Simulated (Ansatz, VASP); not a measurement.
# Al in VASP and in Ansatz

File INCAR:

```
SYSTEM = Al
PREC = Accurate ; ENCUT = 520
EDIFF = 1E-6 ; ISMEAR = 0
SIGMA = 0.15 ; LREAL = .FALSE.
LASPH = .TRUE. ; NELM = 60
ALGO = Fast ; ISIF = 2
LWAVE = .FALSE. ; LCHARG = .FALSE.
GGA = PS ; NBANDS = 8
```

Contents of KPOINTS:

```
Automatic mesh
0
G
  20 20 20
  0 0 0
```

File POSCAR:

```
Al
1.0
   -1.5514382228      1.5514382228      1.5514382228
    1.5514382228     -1.5514382228      1.5514382228
    1.5514382228      1.5514382228     -1.5514382228
Al
1
Direct
    0.0000000000      0.0000000000      0.0000000000
```

Input for Ansatz:

```yaml
crystal:
  lattice:
    - [-1.5514382228, 1.5514382228, 1.5514382228]
    - [1.5514382228, -1.5514382228, 1.5514382228]
    - [1.5514382228, 1.5514382228, -1.5514382228]
  atoms:
    - { symbol: Al, position: [0.0, 0.0, 0.0] }
basis:
  ecutwfc: 420
kpoints:
  mp_grid: { grid: [20, 20, 20] }
hamiltonian:
  xc: pbesol
scf:
  occupations: { method: gaussian, width: 0.15 }
output:
  forces: true
  stress: true
  eigenvalues: true
  write_density: true
  write_potential: true
  elf: true
  volumetric_format: npy
```

Change from the starting cell: strain -0.025 along x and y, -0.025 along z, atoms carried along.

Alike in both runs: task single point; functional PBEsol; k mesh 20 × 20 × 20; occupations gaussian, width 0.15 eV; no spin polarisation.

|  | VASP | Ansatz |
| --- | --- | --- |
| version | VASP 6.6.1 | Ansatz 0.2.0 |
| potentials or method | VASP PAW PBE potentials, release 64 (Al), cutoff 520 eV | scalar-relativistic, plane waves, PAW |
| valence electrons in the cell | 3 | 3 |

```csv
,VASP,Ansatz,Ansatz less VASP
gap on the k mesh at the Fermi level (eV),none,none,-
pressure (GPa),9.6,9.6,-0.10
```

VASP's potentials were made for PBE, not for PBEsol. A gap of «none» marks a metal or a gap that the smearing closes.
